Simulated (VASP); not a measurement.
BN:

```
B N
1.0
     2.49824    0.00000    0.00000
    -1.24912    2.16354    0.00000
     0.00000    0.00000    6.63570
B N
2 2
Direct
  0.33333 0.66667 0.25000
  0.66667 0.33333 0.75000
  0.33333 0.66667 0.75000
  0.66667 0.33333 0.25000
```

Base run:

- Program: VASP 6.6.1
- Functional: r2SCAN
- Potentials or basis: VASP PAW PBE potentials, release 64 (B, N)
- Cutoff: 520 eV
- k mesh: 12 × 12 × 4
- Occupations: fermi-dirac, width 0.1 eV
- Spin: no spin polarisation

Its results: band gap on the k mesh 4.89 eV, indirect (least direct gap 5.32 eV); pressure 1.5 GPa.

Problem. The run is repeated on the same cell with these changes: functional from r2SCAN to LDA; potentials or basis from VASP PAW PBE potentials, release 64 (B, N) to VASP PAW LDA potentials, release 64 (B, N). What comes out?

Solution. Band gap on the k mesh 4.09 eV, indirect (least direct gap 4.51 eV); pressure -2.5 GPa.

Caveats: the PAW data sets were made with another functional, which shifts forces and pressure a little (some runs).

A k mesh can miss the band edges.
